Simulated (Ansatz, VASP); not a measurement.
**Two plane-wave programs on SnTe2**

File INCAR:

```
ALGO = Normal
EDIFF = 1E-7
EDIFFG = -0.04
ENCUT = 600
GGA = PE
IBRION = 2
ISIF = 3
ISMEAR = 0
LASPH = T
LCHARG = F
LREAL = F
LWAVE = F
NELM = 100
NSW = 90
PREC = Accurate
SIGMA = 0.1
```

The input KPOINTS:

```
k-points
0
Gamma
  4 4 4
```

The input POSCAR:

```
SnTe2
1.0
    6.8021256500      0.0000000000      0.0000000000
    0.0000000000      6.8021256500      0.0000000000
    0.0000000000      0.0000000000      3.8769315600
Sn Te
2 4
Direct
    0.0000000000      0.0000000000      0.0000000000
    0.5000000000      0.5000000000      0.5000000000
    0.3000000100      0.3000000100      0.0000000000
    0.1999999900      0.8000000100      0.5000000000
    0.6999999900      0.6999999900      0.0000000000
    0.8000000100      0.1999999900      0.5000000000
```

Input for Ansatz:

```yaml
crystal:
  lattice:
    - [6.80212565, 0.0, 0.0]
    - [0.0, 6.80212565, 0.0]
    - [0.0, 0.0, 3.87693156]
  atoms:
    - { symbol: Sn, position: [0.0, 0.0, 0.0] }
    - { symbol: Sn, position: [0.5, 0.5, 0.5] }
    - { symbol: Te, position: [0.30000001, 0.30000001, 0.0] }
    - { symbol: Te, position: [0.19999999, 0.80000001, 0.5] }
    - { symbol: Te, position: [0.69999999, 0.69999999, 0.0] }
    - { symbol: Te, position: [0.80000001, 0.19999999, 0.5] }
basis:
  ecutwfc: 420
kpoints:
  mp_grid: { grid: [4, 4, 4] }
hamiltonian:
  xc: pbe
scf:
  occupations: { method: gaussian, width: 0.1 }
  lower_state_search: "off"
output:
  forces: true
  stress: true
  eigenvalues: true
relax:
  adjacent_minimum: "off"
  f_tol: 0.04
  max_steps: 70
  cell: { stress_tol: 0.4 }
```

Change from the starting cell: species swapped into the WO2 type (P4_2/mnm, No. 136).

Alike in both runs: task relaxation of cell and atoms; functional PBE; k mesh 4 × 4 × 4; occupations gaussian, width 0.1 eV; no spin polarisation.

|  | VASP | Ansatz |
| --- | --- | --- |
| version | VASP 6.6.1 | Ansatz 0.2.0 |
| potentials or method | VASP PAW PBE potentials, release 64 (Sn_d, Te), cutoff 600 eV | scalar-relativistic, plane waves, PAW |
| valence electrons in the cell | 52 | 92 |

```tsv
	VASP	Ansatz	Ansatz less VASP
gap on the k mesh at the Fermi level, each at its own relaxed structure (eV)	none	none	-
relaxed volume (Å³/atom)	36.92	36.76	-0.158
relaxed cell length with the largest relative difference (Å)	4.447	4.409	-0.0380
```

A gap of «none» marks a metal or a gap that the smearing closes. VASP's potentials hold 52 valence electrons a cell and Ansatz's 92, so a difference there can come from the potentials and not from the codes.

The k mesh is coarse, so the values compare programs but aren't converged. Neither program's run includes spin-orbit coupling. Noted on VASP's run: the volume moved by over 15 % at a fixed basis, so the end points are rough.
